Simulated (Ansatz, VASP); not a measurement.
## Two plane-wave programs on CrIn2N2

```
CELL_PARAMETERS angstrom
4.05636 0.00000 0.00000
0.00000 5.54646 0.00000
0.00000 0.00000 4.12324
ATOMIC_POSITIONS crystal
Cr 0.50000 0.50000 0.94256
In 0.00000 0.26410 0.63526
In 0.00000 0.73590 0.63526
N 0.50000 0.70774 0.25896
N 0.50000 0.29226 0.25896
```

Alike in both runs: task relaxation of cell and atoms; functional PBE; k mesh 3 × 2 × 3; occupations gaussian, width 0.15 eV; collinear spin.

|  | VASP | Ansatz |
| --- | --- | --- |
| version | VASP 6.6.1 | Ansatz 0.2.0 |
| potentials or method | VASP PAW PBE potentials, release 64 (Cr_pv, In_d, N), cutoff 600 eV | scalar-relativistic, plane waves, PAW |
| valence electrons in the cell | 48 | 50 |

Ansatz gave:

```
gap on the k mesh at the Fermi level, each at its own relaxed structure (eV) : none
net moment per atom (μB)                                                     : 0.27
size of the moment on the site where the two differ most (μB)                : 1.14
relaxed volume (Å³/atom)                                                     : 18.03
relaxed cell length with the largest relative difference (Å)                 : 3.790
```

Problem. Which values does VASP return?

Solution. gap on the k mesh at the Fermi level, each at its own relaxed structure (eV): none; net moment per atom (μB): 0.27; size of the moment on the site where the two differ most (μB): 1.53; relaxed volume (Å³/atom): 17.80; relaxed cell length with the largest relative difference (Å): 3.692.

Site moments also hang on the region over which each program counts them. A gap of «none» marks a metal or a gap that the smearing closes. VASP's potentials hold 48 valence electrons a cell and Ansatz's 50, so a difference there can come from the potentials and not from the codes.

The k mesh is coarse, so the values compare programs but aren't converged.
